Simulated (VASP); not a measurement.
Crystal: CaGa2O2.

```
Ca Ga O
1.0
     3.35281   -3.35281    0.00000
     3.35281    3.35281    0.00000
     0.00000    0.00000    4.74159
Ca Ga O
1 2 2
Direct
  0.50000 0.50000 0.50000
  0.50000 0.00000 0.00000
  0.00000 0.50000 0.00000
  0.75000 0.75000 0.75000
  0.25000 0.25000 0.25000
```

- Program: VASP 6.6.1
- Task: relaxation of cell and atoms
- Functional: PBE
- Potentials or basis: VASP PAW PBE potentials, release 64 (Ca_sv, Ga_d, O)
- Cutoff: 600 eV
- k mesh: 4 × 4 × 4
- Occupations: gaussian, width 0.1 eV
- Spin: no spin polarisation

At the start: pressure 3.4 GPa; volume 21.32 Å³/atom.

Task: How do energy, volume and symmetry change on relaxing?

Result: Over 36 steps the energy falls by 348.7 meV/atom and the volume is 20.00 Å³/atom (-6.2 %); space group Cmmm (No. 65, to 0.05 Å).

Step by step:
```
step  energy change (eV)  largest force (eV/Å)  pressure (GPa)  volume (Å³)
   1              0.0000                1.9856            3.38       106.60
   2             -0.2108                0.4356           -2.04       113.59
   3             -0.2374                0.5019           -0.89       111.59
   4             -0.2868                0.4532           -0.53       110.25
   5             -0.4181                0.2874            0.56       106.19
   6             -0.5922                0.0527            3.15        98.04
   7             -0.3922                0.8944           10.02        81.72
   8             -0.6268                0.0328            4.82        93.85
   9             -0.6497                0.0559            4.53        93.79
  10             -0.7110                0.1841            3.73        93.59
  11             -0.7889                0.4604            2.11        93.10
  12             -0.7311                1.1422           -0.46        91.75
  13             -0.8063                0.6323            1.18        92.75
  14             -0.8064                0.6753            0.98        92.66
  15             -0.8222                0.6587            0.76        92.94
  16             -0.8648                0.6183            0.14        93.78
  17             -0.9308                0.5758           -0.98        95.45
  18             -0.9878                0.6128           -2.93        98.72
  19             -1.0124                0.6196           -2.83        98.58
  20             -1.0830                0.6576           -2.51        98.14
  21             -1.2103                0.8021           -1.65        97.16
  22             -1.3652                1.2838            0.67        94.77
  23             -1.4800                0.9337            1.11        94.89
  24             -1.5241                0.6639            2.59        94.84
  25             -1.5347                0.6475            2.06        94.89
  26             -1.6224                0.3036            0.53        97.42
  27             -1.6446                0.4886           -2.48       103.28
  28             -1.6639                0.2560           -1.42       100.97
  29             -1.6958                0.2772           -0.57        99.72
  30             -1.7066                0.2966            0.21        98.61
  31             -1.7069                0.3000            0.34        98.41
  32             -1.7210                0.2372            0.21        98.56
  33             -1.7255                0.2125            0.12        98.68
  34             -1.7370                0.1108            0.09        99.06
  35             -1.7424                0.0465            0.13        99.56
  36             -1.7436                0.0221           -0.05        99.99
```

Final structure:
```
Ca Ga O
1.0
     3.50196   -4.04594   -0.06037
     3.50196    4.04594   -0.06037
     0.08632    0.00000    3.52708
Ca Ga O
1 2 2
Cartesian
  3.5451 0.0000 1.7032
  1.7510 -2.0230 -0.0302
  1.7510 2.0230 -0.0302
  5.1060 0.0000 3.4310
  1.9842 0.0000 -0.0246
```
